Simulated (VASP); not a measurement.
Set up this calculation in VASP 6.6.1, as the native input.

```
Task                   : single point
Functional             : PBE
Potentials or basis    : VASP PAW PBE potentials, release 64 (Mg)
Cutoff                 : 520 eV
k mesh                 : 14 × 14 × 14
Occupations            : fermi-dirac, width 0.1 eV
Spin                   : no spin polarisation
Dipole correction      : no
Further INCAR settings : ALGO = Normal; EDIFF = 1e-07; NBANDS = 7
```

The structure of Mg lies in POSCAR:

```
Mg
1.0
   -1.7896438141      1.7896438141      1.7896438141
    1.7896438141     -1.7896438141      1.7896438141
    1.7896438141      1.7896438141     -1.7896438141
Mg
1
Direct
    0.0000000000      0.0000000000      0.0000000000
```

The input as run:

INCAR

```
  PREC = Accurate
  ENCUT = 520
  EDIFF = 1E-7
  ISMEAR = -1
  SIGMA = 0.1
  LREAL = F
  LASPH = T
  NELM = 60
  ALGO = Normal
  ISIF = 2
  LWAVE = F
  LCHARG = F
  GGA = PE
  NBANDS = 7
```

KPOINTS

```
regular mesh
0
Gamma
  14 14 14
```

Potentials or basis: VASP PAW PBE potentials, release 64 (Mg).

The run is started by

```sh
$ cat potpaw_PBE.64/Mg/POTCAR > POTCAR
$ mpirun -np 1 vasp_std > vasp.out
```

It gave:

* Pressure: -0.1 GPa
* Band gap on the k mesh: zero (band 1 reaches 6.51 eV, above the bottom of band 2 at 1.74 eV)

Run time: 7.3 s on 1 thread of Intel Xeon 6975P-C (shared host), peak memory 0.14 GiB.
